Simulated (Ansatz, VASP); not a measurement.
One calculation of Ge2Sb2Te5, two programs

The input INCAR:

```
SYSTEM = Ge2Sb2Te5
PREC = Accurate ; ENCUT = 520
EDIFF = 1E-6 ; ISMEAR = 0
SIGMA = 0.03 ; LREAL = .False.
LASPH = .True. ; NELM = 80
ALGO = Normal ; ISIF = 2
LWAVE = .False. ; LCHARG = .False.
GGA = PE ; NBANDS = 44
```

The input KPOINTS:

```
Automatic mesh
0
Gamma
  12 12 2
  0 0 0
```

The input POSCAR:

```
Ge2Sb2Te5
1.0
    4.6182200538      0.0000000000      0.0000000000
   -2.3091100269      3.9994958869      0.0000000000
    0.0000000000      0.0000000000     17.8854426244
Ge Sb Te
2 2 5
Direct
    0.0000000000      0.0000000000      0.3314713560
    0.0000000000      0.0000000000      0.6685286440
    0.3333333333      0.6666666667      0.1121550832
    0.6666666667      0.3333333333      0.8878449168
    0.0000000000      0.0000000000      0.0000000000
    0.3333333333      0.6666666667      0.7913602895
    0.6666666667      0.3333333333      0.2086397105
    0.3333333333      0.6666666667      0.4097504733
    0.6666666667      0.3333333333      0.5902495267
```

Input for Ansatz:

```yaml
crystal:
  lattice:
    - [4.6182200538, 0.0, 0.0]
    - [-2.3091100269, 3.9994958869, 0.0]
    - [0.0, 0.0, 17.8854426244]
  atoms:
    - { symbol: Ge, position: [0.0, 0.0, 0.331471356] }
    - { symbol: Ge, position: [0.0, 0.0, 0.668528644] }
    - { symbol: Sb, position: [0.3333333333, 0.6666666667, 0.1121550832] }
    - { symbol: Sb, position: [0.6666666667, 0.3333333333, 0.8878449168] }
    - { symbol: Te, position: [0.0, 0.0, 0.0] }
    - { symbol: Te, position: [0.3333333333, 0.6666666667, 0.7913602895] }
    - { symbol: Te, position: [0.6666666667, 0.3333333333, 0.2086397105] }
    - { symbol: Te, position: [0.3333333333, 0.6666666667, 0.4097504733] }
    - { symbol: Te, position: [0.6666666667, 0.3333333333, 0.5902495267] }
basis:
  ecutwfc: 420
kpoints:
  mp_grid: { grid: [12, 12, 2] }
hamiltonian:
  xc: pbe
  pseudopotentials: { kind: paw, azcp: { folder: soft_1 } }
scf:
  occupations: { method: gaussian, width: 0.03 }
output:
  forces: true
  stress: true
  eigenvalues: true
```

Alike in both runs: task single point; functional PBE; k mesh 12 × 12 × 2; occupations gaussian, width 0.03 eV; no spin polarisation.

```csv
,VASP,Ansatz
version,VASP 6.6.1,Ansatz 0.2.0
potentials or method,"VASP PAW PBE potentials, release 64 (Ge_d, Sb, Te), cutoff 520 eV","scalar-relativistic, plane waves, PAW"
valence electrons in the cell,68,138
```

Ansatz gave:

- gap on the k mesh at the Fermi level (eV): 0.02
- least direct gap on the mesh (eV): 0.03
- pressure (GPa): -5.0
- traceless stress, the component that is largest in VASP (GPa): 1.83
- rms of the force components (eV/Å): 0.220

Question: What did VASP give for the same quantities?

Answer: gap on the k mesh at the Fermi level (eV): 0.01; least direct gap on the mesh (eV): 0.03; pressure (GPa): -5.0; traceless stress, the component that is largest in VASP (GPa): 1.82; rms of the force components (eV/Å): 0.217.

Atom by atom the forces differ by 0.003 eV/Å (rms over components). With one functional, cell and mesh, what is left measures potentials, basis and numerics. VASP's potentials hold 68 valence electrons a cell and Ansatz's 138, so a difference there can come from the potentials and not from the codes.

Spin-orbit coupling is off throughout.
